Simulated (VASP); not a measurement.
## H5Pt: relaxation of cell and atoms with PBE

Crystal: H5Pt.

```
CELL_PARAMETERS angstrom
3.77890 0.00000 0.00000
-1.88945 3.27263 0.00000
0.00000 0.00000 4.24078
ATOMIC_POSITIONS crystal
H 0.50000 0.00000 0.00000
H 0.00000 0.50000 0.00000
H 0.50000 0.50000 0.00000
H 0.33333 0.66667 0.50000
H 0.66667 0.33333 0.50000
Pt 0.00000 0.00000 0.00000
```

The cell was built from a structure type or drawn by symmetry, and may not be a known phase.

| Property | Result |
| --- | --- |
| Program | VASP 6.6.1 |
| Task | relaxation of cell and atoms |
| Functional | PBE |
| Potentials or basis | VASP PAW PBE potentials, release 64 (H, Pt) |
| Cutoff | 600 eV |
| k mesh | 6 × 6 × 4 |
| Occupations | gaussian, width 0.1 eV |
| Spin | no spin polarisation |
| Dipole correction | no |
| Further INCAR settings | ALGO = Normal; EDIFF = 1e-06; IBRION = 2; EDIFFG = -0.04; NSW = 90; ISIF = 3 |

| Property | Result |
| --- | --- |
| Relaxed volume | 9.46 Å³/atom |
| Relaxed cell | a = 3.444 Å, b = 3.444 Å, c = 5.528 Å, α = 90.00°, β = 90.00°, γ = 120.00° |
| Space group after relaxing (to 0.1 Å) | P6/mmm (No. 191) |
| Energy gained by relaxing | 146.6 meV/atom |
| Ionic steps | 14 |
| Pressure after relaxing | 0.2 GPa |
| Band gap on the k mesh | zero (an odd number of electrons rules out a gap without spin polarisation) |

Stress tensor (GPa, compression positive):
```
 0.27  0.00  0.00
 0.00  0.27  0.00
 0.00  0.00 -0.02
```

The path:
```
step  energy change (eV)  largest force (eV/Å)  pressure (GPa)  volume (Å³)
   1              0.0000                0.0000          -13.22        52.45
   2             -0.5213                0.0000           -4.80        47.11
   3             -0.6035                0.0000            1.01        44.85
   4             -0.6057                0.0000            2.37        44.40
   5             -0.6362                0.0000            2.55        44.93
   6             -0.7191                0.0000            3.15        46.50
   7             -0.8037                0.0000            4.90        49.48
   8             -0.8369                0.0000            2.94        51.04
   9             -0.8643                0.0000           -0.80        54.50
  10             -0.8698                0.0000           -0.79        55.14
  11             -0.8769                0.0000           -0.81        56.59
  12             -0.8729                0.0000           -0.69        59.48
  13             -0.8780                0.0000           -0.78        57.54
  14             -0.8795                0.0000            0.17        56.78
```

Final structure:
```
CELL_PARAMETERS angstrom
3.44390 0.00000 0.00000
-1.72195 2.98251 0.00000
0.00000 0.00000 5.52795
ATOMIC_POSITIONS crystal
H 0.50000 0.00000 0.00000
H 0.00000 0.50000 0.00000
H 0.50000 0.50000 0.00000
H 0.33333 0.66667 0.50000
H 0.66667 0.33333 0.50000
Pt 0.00000 0.00000 0.00000
```

Levels at points of the mesh, in eV from the Fermi level:
| k point | band 4 | band 5 | band 6 | band 7 | band 8 | band 9 | band 10 | band 11 |
| --- | --- | --- | --- | --- | --- | --- | --- | --- |
| (0.00, 0.00, 0.00) | -4.31 | -1.44 | -1.44 | -0.40 | 1.95 | 4.74 | 9.73 | 9.76 |
| (0.50, 0.00, 0.00) | -2.50 | -1.90 | -1.69 | -1.36 | -0.72 | 0.60 | 1.44 | 6.25 |
| (0.00, 0.00, 0.50) | -4.29 | -1.45 | -1.45 | -1.43 | 4.59 | 4.79 | 9.79 | 9.79 |
| (0.50, 0.00, 0.50) | -2.50 | -1.85 | -1.70 | -0.91 | -0.15 | 0.33 | 0.61 | 6.84 |

Run time: 100 s on 1 thread of Intel(R) Xeon(R) Platinum 8559C (Emerald Rapids), on a shared host, peak memory 0.19 GiB.

Caveat: the k points lie up to 0.35 Å⁻¹ apart in the final cell, too coarse for converged energies and pressures of a metal; a cell axis changed by over 15 % at a fixed basis, so the end point is rough; spin-orbit coupling is left out, which moves the levels of the heavy elements.
